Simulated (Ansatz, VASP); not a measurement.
# MoS2: VASP beside Ansatz

Contents of INCAR:

```
SYSTEM = MoS2
ALGO     = Normal         ! electronic algorithm
EDIFF    = 1E-6           ! SCF threshold, eV
ENCUT    = 520            ! plane-wave cutoff, eV
GGA      = PS             ! functional
ISIF     = 2              ! what is computed and relaxed
ISMEAR   = -1             ! smearing method
LASPH    = .TRUE.         ! aspherical terms in the spheres
LCHARG   = .FALSE.        ! write CHGCAR
LREAL    = .FALSE.        ! projectors in reciprocal space
LWAVE    = .FALSE.        ! write WAVECAR
NBANDS   = 20             ! bands
NELM     = 100            ! most SCF steps
PREC     = Accurate       ! precision mode
SIGMA    = 0.05           ! smearing width, eV
```

Contents of KPOINTS:

```
k-points
0
G
  13 13 13
  0 0 0
```

File POSCAR:

```
MoS2
1.0
    1.6131303639      0.9313412498      6.1233300000
   -1.6131303639      0.9313412498      6.1233300000
    0.0000000000     -1.8626824997      6.1233300000
Mo S
1 2
Direct
    0.0000000000      0.0000000000      0.0000000000
    0.7484000000      0.7484000000      0.7484000000
    0.5849000000      0.5849000000      0.5849000000
```

Input for Ansatz:

```yaml
crystal:
  lattice:
    - [1.6131303639, 0.9313412498, 6.12333]
    - [-1.6131303639, 0.9313412498, 6.12333]
    - [0.0, -1.8626824997, 6.12333]
  atoms:
    - { symbol: Mo, position: [0.0, 0.0, 0.0] }
    - { symbol: S, position: [0.7484, 0.7484, 0.7484] }
    - { symbol: S, position: [0.5849, 0.5849, 0.5849] }
kpoints:
  mp_grid: { grid: [13, 13, 13] }
  band_path:
    path:
      - [0.0, 0.0, 0.0]
      - [0.5, 0.5, 0.5]
      - [0.8179109644, 0.1820890356, 0.5]
      - [0.5, -0.1820890356, 0.1820890356]
      - [0.5, 0.0, 0.0]
      - [0.0, 0.0, 0.0]
      - [0.3410445178, -0.3410445178, 0.0]
      - [0.6589554822, 0.0, 0.3410445178]
      - [0.5, 0.0, 0.5]
    npoints: 5
scf:
  occupations: { method: fermi_dirac, width: 0.05 }
hamiltonian:
  xc: pbesol
  pseudopotentials: { kind: all_electron, lapw: { basis_error: 0.0005 } }
output:
  forces: true
  stress: true
  eigenvalues: true
```

Change from the starting cell: equal xx and yy strain of +2 %.

Alike in both runs: task single point; functional PBEsol; k mesh 13 × 13 × 13; occupations fermi-dirac, width 0.05 eV; no spin polarisation.

|  | VASP | Ansatz |
| --- | --- | --- |
| version | VASP 6.6.1 | Ansatz 0.2.0 |
| potentials or method | VASP PAW PBE potentials, release 64 (Mo_sv, S), cutoff 520 eV | all-electron LAPW, scalar-relativistic |

```csv
,VASP,Ansatz,Ansatz less VASP
pressure (GPa),-1.7,-1.7,+0.04
"traceless stress, the component that is largest in VASP (GPa)",6.60,6.61,+0.007
rms of the force components (eV/Å),0.267,0.267,0.0000
```

VASP's potentials were made for PBE, not for PBEsol. Atom by atom the forces differ by 0.000 eV/Å (rms over components). Ansatz ran all-electron here, and VASP with PAW potentials.
